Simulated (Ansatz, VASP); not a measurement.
One calculation of AlN, two programs

```
CELL_PARAMETERS angstrom
3.09826 0.00000 0.00000
-1.54913 2.68317 0.00000
0.00000 0.00000 4.95794
ATOMIC_POSITIONS crystal
Al 0.33333 0.66667 0.99895
Al 0.66667 0.33333 0.49895
N 0.33333 0.66667 0.38105
N 0.66667 0.33333 0.88105
```

Alike in both runs: functional PBEsol; k mesh 8 × 8 × 6; no spin polarisation.

Ansatz relaxed the structure, and its values are those at the end. VASP's run is a single point on that final structure, the one shown.

```csv
,VASP,Ansatz
version,VASP 6.6.1,Ansatz 0.2.0
potentials or method,"VASP PAW PBE potentials, release 64 (Al, N), cutoff 520 eV","all-electron LAPW, scalar-relativistic"
occupations,"gaussian, width 0.01 eV",fixed
```

|  | VASP | Ansatz | Ansatz less VASP |
| --- | --- | --- | --- |
| gap on the k mesh at the Fermi level (eV) | 4.24 | 4.24 | -0.006 |
| pressure (GPa) | 3.1 | 3.0 | -0.11 |

VASP's potentials were made for PBE, not for PBEsol. Ansatz ran all-electron here, and VASP with PAW potentials.
